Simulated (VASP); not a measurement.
Write the native input for VASP 6.6.1 that does the following.

```
Task                   : electric field gradients
Functional             : LDA
Potentials or basis    : VASP PAW LDA potentials, release 64 (Zr_sv, Os)
Cutoff                 : 520 eV
k mesh                 : 13 × 13 × 13
Occupations            : fermi-dirac, width 0.03 eV
Spin                   : no spin polarisation
Dipole correction      : no
Further INCAR settings : ALGO = Normal; EDIFF = 1e-08; NBANDS = 17
```

The structure of ZrOs lies in POSCAR:

```
ZrOs
1.0
    3.2630000000      0.0326300000      0.0326300000
    0.0326300000      3.2630000000      0.0326300000
    0.0326300000      0.0326300000      3.2630000000
Zr Os
1 1
Direct
    0.5000000000      0.5000000000      0.5000000000
    0.0000000000      0.0000000000      0.0000000000
```

This cell differs from its parent crystal: equal xy, yz and zx shear strains of +2 %.

One way to write it, as run:

INCAR

```
  PREC = Accurate
  ENCUT = 520
  EDIFF = 1E-8
  ISMEAR = -1
  SIGMA = 0.03
  LREAL = F
  LASPH = T
  NELM = 60
  ALGO = Normal
  ISIF = 2
  LWAVE = F
  LCHARG = F
  GGA = CA
  LEFG = T
  NBANDS = 17
```

KPOINTS

```
regular mesh
0
Gamma
  13 13 13
```

Potentials or basis: VASP PAW LDA potentials, release 64 (Zr_sv, Os).

Run with:

```console
$ cat potpaw_LDA.64/Zr_sv/POTCAR potpaw_LDA.64/Os/POTCAR > POTCAR
$ mpirun -np 1 vasp_std > vasp.out
```

It gave:

```json
{
  "Pressure": "-6.9 GPa",
  "Band gap on the k mesh": "zero (band 10 reaches 10.02 eV, above the bottom of band 11 at 8.97 eV)"
}
```

Caveat: the cell differs from its parent crystal (equal xy, yz and zx shear strains of +2 %); without QUAD_EFG the Cq values of the log hold for a quadrupole moment of 1 mb, not for the nuclei; spin-orbit coupling is left out, which moves the levels of the heavy elements.

It took 120 s on 1 thread of AMD EPYC 7R13, with other jobs on the host, peak memory 0.22 GiB.
